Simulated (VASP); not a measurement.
# Fe (Im-3m) in VASP: a series of runs

Fe is run at these levels: PBE; tasks: single point.

Everything below comes from runs of VASP 6.6.1. Logs are shortened: lines on timing, memory, paths and dates and some standing lists are left out, and cuts for length are marked.

### 1 The cell of the first run

The structure is cubic, space group Im-3m (No. 229). Conventional cell: a = 2.863 Å, b = 2.863 Å, c = 2.863 Å, α = 90.00°, β = 90.00°, γ = 90.00°. Within 3.3 Å of Fe (site symmetry m-3m) lie 14 Fe at 2.48 to 2.86 Å.

### 2 Single point, PBE, collinear spin, ferromagnetic start

INCAR reads:

```
SYSTEM = Fe
PREC     = Accurate       ! precision mode
ENCUT    = 600            ! plane-wave cutoff, eV
EDIFF    = 1E-6           ! SCF threshold, eV
ISMEAR   = 0              ! smearing method
SIGMA    = 0.1            ! smearing width, eV
LREAL    = .False.        ! projectors in reciprocal space
LASPH    = .True.         ! aspherical terms in the spheres
NELM     = 200            ! most SCF steps
ALGO     = Normal         ! electronic algorithm
ISIF     = 2              ! what is computed and relaxed
LWAVE    = .False.        ! write WAVECAR
LCHARG   = .False.        ! write CHGCAR
ISPIN    = 2              ! spin polarisation
MAGMOM   = 4              ! initial moments
LORBIT   = 11             ! projections on sites
LMAXMIX  = 4              ! l up to which the mixer works
GGA      = PE             ! functional
NBANDS   = 14             ! bands
GGA_COMPAT= .False.
```

KPOINTS reads:

```
Automatic mesh
0
Gamma
  2 2 2
  0.25 0.25 0.25
```

POSCAR reads:

```
Fe
1.0
   -1.4315177495      1.4315177495      1.4315177495
    1.4315177495     -1.4315177495      1.4315177495
    1.4315177495      1.4315177495     -1.4315177495
Fe
1
Direct
    0.0000000000      0.0000000000      0.0000000000
```

Potentials or basis: VASP PAW PBE potentials, release 64 (Fe).

The run is started by

```sh
$ cat potpaw_PBE.64/Fe/POTCAR > POTCAR
$ mpirun -np 1 vasp_std > vasp.out
```

OUTCAR:

```text
SYSTEM = Fe
   PREC = Accurate
   ENCUT = 600
   EDIFF = 1E-6
   ISMEAR = 0
   LREAL = .False.
   LASPH = .True.
   NELM = 200
   ISIF = 2
   ISPIN = 2
   LORBIT = 11
   GGA = PE

 ion  position               nearest neighbor table
   1  0.000  0.000  0.000-

  LATTYP: Found a body centered cubic cell.
 ALAT       =     2.8630354990

  Lattice vectors:

 A1 = (  -1.4315177495,   1.4315177495,   1.4315177495)
 A2 = (   1.4315177495,  -1.4315177495,   1.4315177495)
 A3 = (   1.4315177495,   1.4315177495,  -1.4315177495)

Analysis of symmetry for initial positions (statically):
=====================================================================
 Subroutine PRICEL returns:
 Original cell was already a primitive cell.

 Routine SETGRP: Setting up the symmetry group for a
 body centered cubic supercell.

 Subroutine GETGRP returns: Found 48 space group operations
 (whereof 48 operations were pure point group operations)
 out of a pool of 48 trial point group operations.

The static configuration has the point symmetry O_h .

Analysis of symmetry for dynamics (positions and initial velocities):
=====================================================================
 Subroutine PRICEL returns:
 Original cell was already a primitive cell.

 Routine SETGRP: Setting up the symmetry group for a
 body centered cubic supercell.

 Subroutine GETGRP returns: Found 48 space group operations
 (whereof 48 operations were pure point group operations)
 out of a pool of 48 trial point group operations.

The dynamic configuration has the point symmetry O_h .

Analysis of structural, dynamic, and magnetic symmetry:
=====================================================================
 Subroutine PRICEL returns:
 Original cell was already a primitive cell.

 Routine SETGRP: Setting up the symmetry group for a
 body centered cubic supercell.

 Subroutine GETGRP returns: Found 48 space group operations
 (whereof 48 operations were pure point group operations)
 out of a pool of 48 trial point group operations.

The overall configuration has the point symmetry O_h .

 Subroutine INISYM returns: Found 48 space group operations
 (whereof 48 operations are pure point group operations),
 and found     1 'primitive' translations

----------------------------------------------------------------------------------------

                                     Primitive cell

  volume of cell :      11.7341

  direct lattice vectors                    reciprocal lattice vectors
    -1.431517749  1.431517749  1.431517749     0.000000000  0.349279637  0.349279637
     1.431517749 -1.431517749  1.431517749     0.349279637  0.000000000  0.349279637
     1.431517749  1.431517749 -1.431517749     0.349279637  0.349279637  0.000000000

  length of vectors
     2.479461474  2.479461474  2.479461474     0.493956000  0.493956000  0.493956000

  position of ions in fractional coordinates (direct lattice)
     0.000000000  0.000000000  0.000000000

  ion indices of the primitive-cell ions
   primitive index   ion index
                 1           1

----------------------------------------------------------------------------------------

 KPOINTS: Automatic mesh

Automatic generation of k-mesh.
 Grid dimensions read from file:
 generate k-points for:    2    2    2

 Generating k-lattice:

  Cartesian coordinates                     Fractional coordinates (reciprocal lattice)
     0.000000000  0.174639819  0.174639819     0.500000000  0.000000000  0.000000000
     0.174639819  0.000000000  0.174639819     0.000000000  0.500000000  0.000000000
     0.174639819  0.174639819  0.000000000     0.000000000  0.000000000  0.500000000

  Length of vectors
     0.246978000  0.246978000  0.246978000

  Shift w.r.t. Gamma in fractional coordinates (k-lattice)
     0.250000000  0.250000000  0.250000000

 Subroutine IBZKPT returns following result:
 ===========================================

 Found      2 irreducible k-points:

 Following reciprocal coordinates:
            Coordinates               Weight
  0.125000  0.125000  0.125000      8.000000
 -0.375000 -0.375000  0.125000      8.000000
   k-points           NKPTS =      2   k-points in BZ     NKDIM =      2   number of bands    NBANDS=     14
   number of dos      NEDOS =    301   number of ions     NIONS =      1
   total plane-waves  NPLWV =   8000
   dimension x,y,z NGX =    20 NGY =   20 NGZ =   20
   dimension x,y,z NGXF=    40 NGYF=   40 NGZF=   40
   ions per type =               1
   NGX,Y,Z   is equivalent  to a cutoff of  13.41, 13.41, 13.41 a.u.
   NGXF,Y,Z  is equivalent  to a cutoff of  26.82, 26.82, 26.82 a.u.
 SYSTEM =  Fe
   PREC   = accura    normal or accurate (medium, high low for compatibility)
   ISTART =      0    job   : 0-new  1-cont  2-samecut
   ICHARG =      2    charge: 1-file 2-atom 10-const
   ISPIN  =      2    spin polarized calculation?
   LNONCOLLINEAR =      F non collinear calculations
   LSORBIT =      F    spin-orbit coupling
   LASPH  =      T    aspherical Exc in radial PAW
   ENCUT  =  600.0 eV  44.10 Ry    6.64 a.u.   4.95  4.95  4.95*2*pi/ulx,y,z
   NELM   =    200;   NELMIN=  2; NELMDL= -5     # of ELM steps
   EDIFF  = 0.1E-05   stopping-criterion for ELM
   LREAL  =      F    real-space projection
   EDIFFG = 0.1E-04   stopping-criterion for IOM
   NSW    =      0    number of steps for IOM
   IBRION =     -1    ionic relax: 0-MD 1-quasi-New 2-CG
   NFREE  =      0    steps in history (QN), initial steepest desc. (CG)
   ISIF   =      2    stress and relaxation
   ISYM   =      2    0-nonsym 1-usesym 2-fastsym
   POTIM  = 0.5000    time-step for ionic-motion
   TEBEG  =    0.0;   TEEND  =   0.0 temperature during run
   PSTRESS=    0.0 pullay stress
   NELECT =       8.0000    total number of electrons
   NUPDOWN=      -1.0000    fix difference up-down
   EMIN   =  10.00;   EMAX   =-10.00  energy-range for DOS
   EFERMI =   0.00;   METHOD = LEGACY
   ISMEAR =     0;   SIGMA  =   0.10  broadening in eV -4-tet -1-fermi 0-gaus
   EFERMI_NEDOS =   21; number of points for ismear=-14 and -15
   IALGO  =     38    algorithm
   IMIX   =      4    mixing-type and parameters
     AMIX     =   0.40;   BMIX     =  1.00
     AMIX_MAG =   1.60;   BMIX_MAG =  1.00
  volume/ion in A,a.u.               =      11.73        79.19
  Fermi-wavevector in a.u.,A,eV,Ry     =   1.440859  2.722828 28.246703  2.076074
  Thomas-Fermi vector in A             =   2.559556
   LORBIT       =     11    0 simple, 1 ext, 2 COOP (PROOUT), +10 PAW based schemes
   GGA     = PE    functional components
   LHFCALC =     F    Hartree Fock is set to
   AEXX    =    0.0000 exact exchange contribution
   IVDW    =     0    specifies the selected vdW correction
   LEPSILON=     F    determine dielectric tensor
   LRPA    =     F    only Hartree local field effects (RPA)
 spin polarized calculation
 Gauss-broadening in eV      SIGMA  =   0.10
  energy-cutoff  :      600.00
  volume of cell :       11.73
 maximum number of plane-waves:       400
   NGX =  9   NGY =  9   NGZ =  9

 number of electron       7.9999998 magnetization       1.9999905

 Free energy of the ion-electron system (eV)
  ---------------------------------------------------
  ext. energy  EPLUGINS =         0.00000000
  ---------------------------------------------------
  free energy    TOTEN  =        -8.80062874 eV

  energy without entropy =       -8.80062497  energy(sigma->0) =       -8.80062686

 E-fermi :   5.2773     XC(G=0): -12.9416

 val. band max:        4.9675530705   @ k =  -0.3750  -0.3750   0.1250
 cond. band min:       5.5762734334   @ k =   0.1250   0.1250   0.1250
 fundamental gap:      0.6087203629
 Fermi energy:         5.2773379713

 spin component 1

 k-point     1 :       0.1250    0.1250    0.1250
  band No.  band energies     occupation
      1       0.4709      1.00000
      2       2.5823      1.00000
      3       2.5823      1.00000
      4       4.4416      1.00000
      5       4.4416      1.00000
      6       5.5763      0.00001
      7      21.2954      0.00000
      8      21.2954      0.00000
      9      23.3666      0.00000
     10      33.6225      0.00000
     11      38.0076      0.00000
     12      38.0076      0.00000
     13      39.8631      0.00000
     14      39.8631      0.00000

 k-point     2 :      -0.3750   -0.3750    0.1250
  band No.  band energies     occupation
      1       2.0844      1.00000
      2       2.0844      1.00000
      3       2.6097      1.00000
      4       4.9675      0.99999
      5       4.9676      0.99999
      6      12.3964      0.00000
      7      12.3965      0.00000
      8      14.7228      0.00000
      9      28.8921      0.00000
     10      28.8921      0.00000
     11      29.3388      0.00000
     12      36.5500      0.00000
     13      46.9589      0.00000
     14      47.4036      0.00000
 Fermi energy:         5.2773379713

 spin component 2

 k-point     1 :       0.1250    0.1250    0.1250
  band No.  band energies     occupation
      1       0.7208      1.00000
      2       4.1292      1.00000
      3       4.1293      1.00000
      4       6.9913      0.00000
      5       6.9914      0.00000
      6       7.3109      0.00000
      7      21.7642      0.00000
      8      21.7642      0.00000
      9      24.0067      0.00000
     10      33.3706      0.00000
     11      38.2614      0.00000
     12      38.2614      0.00000
     13      40.4624      0.00000
     14      40.4624      0.00000

 k-point     2 :      -0.3750   -0.3750    0.1250
  band No.  band energies     occupation
      1       3.6915      1.00000
      2       3.6916      1.00000
      3       4.0303      1.00000
      4       6.9622      0.00000
      5       6.9623      0.00000
      6      13.3443      0.00000
      7      13.3444      0.00000
      8      15.4654      0.00000
      9      29.1455      0.00000
     10      29.1455      0.00000
     11      29.8216      0.00000
     12      37.3046      0.00000
     13      47.2585      0.00000
     14      47.8268      0.00000

------------------------ aborting loop because EDIFF is reached ----------------------------------------

  FORCE on cell =-STRESS in cart. coord.  units (eV):
  Direction    XX          YY          ZZ          XY          YZ          ZX
  --------------------------------------------------------------------------------------
  -------------------------------------------------------------------------------------
  Total       -1.3656000     -1.3656000     -1.3656000      0.0000000      0.0000000      0.0000000
  in kB     -186.4592271   -186.4592271   -186.4592271      0.0000000      0.0000000      0.0000000
  external PRESSURE =    -186.4592271 kB  Pullay stress =       0.0000000 kB

 VOLUME and BASIS-vectors are now :
 -----------------------------------------------------------------------------
  energy-cutoff  :      600.00
  volume of cell :       11.73
      direct lattice vectors                 reciprocal lattice vectors
    -1.431517749  1.431517749  1.431517749     0.000000000  0.349279637  0.349279637
     1.431517749 -1.431517749  1.431517749     0.349279637  0.000000000  0.349279637
     1.431517749  1.431517749 -1.431517749     0.349279637  0.349279637  0.000000000

 POSITION                                       TOTAL-FORCE (eV/Angst)
 -----------------------------------------------------------------------------------
      0.00000      0.00000      0.00000         0.000000     -0.000000      0.000000
 -----------------------------------------------------------------------------------
    total drift:                                0.000000      0.000000      0.000000

  FREE ENERGIE OF THE ION-ELECTRON SYSTEM (eV)
  ---------------------------------------------------
  free  energy   TOTEN  =        -8.8006287413 eV

  energy  without entropy=       -8.8006249694  energy(sigma->0) =       -8.80062686

 total charge

# of ion       s       p       d       tot
------------------------------------------
    1        0.494   0.470   6.235   7.199

 magnetization (x)

# of ion       s       p       d       tot
------------------------------------------
    1       -0.014  -0.039   2.056   2.003
```

Wall time 8.4 s (1 thread of Intel Xeon 8259CL, shared host); peak memory 0.13 GiB.

The run converged, but its numbers aren't listed here, since they failed a check.

Caveat: the k points lie up to 1.55 Å⁻¹ apart; the mesh shows a gap though the element is a metal.

(Continued in part 2 of 2.)
